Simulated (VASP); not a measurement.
A run of VASP 6.6.1:

Contents of INCAR:

```
  PREC = Accurate
  ENCUT = 500
  EDIFF = 1E-6
  ISMEAR = -1
  SIGMA = 0.1
  LREAL = F
  LASPH = T
  NELM = 120
  ALGO = Normal
  ISIF = 2
  LWAVE = F
  LCHARG = T
  GGA = CA
  LELF = T
  LVHAR = T
  NBANDS = 13
  GGA_COMPAT = F
```

File KPOINTS:

```
regular mesh
0
Gamma
  8 8 8
```

File POSCAR:

```
Sn
1.0
   -1.8946520000      1.8946520000      1.8946520000
    1.8946520000     -1.8946520000      1.8946520000
    1.8946520000      1.8946520000     -1.8946520000
Sn
1
Direct
    0.0000000000      0.0000000000      0.0000000000
```

Potentials or basis: VASP PAW LDA potentials, release 64 (Sn_d).

Command:

```sh
$ cat potpaw_LDA.64/Sn_d/POTCAR > POTCAR
$ mpirun -np 1 vasp_std > vasp.out
```

Hardware: 1 thread of Intel(R) Xeon(R) 6975P-C (Granite Rapids), on a shared host.

Task: How long does it take, and how much memory?

Result: It took 5.3 s on 1 thread of Intel(R) Xeon(R) 6975P-C (Granite Rapids) (shared host), peak memory 0.13 GiB. Counts: scf iterations 10, k points 29.
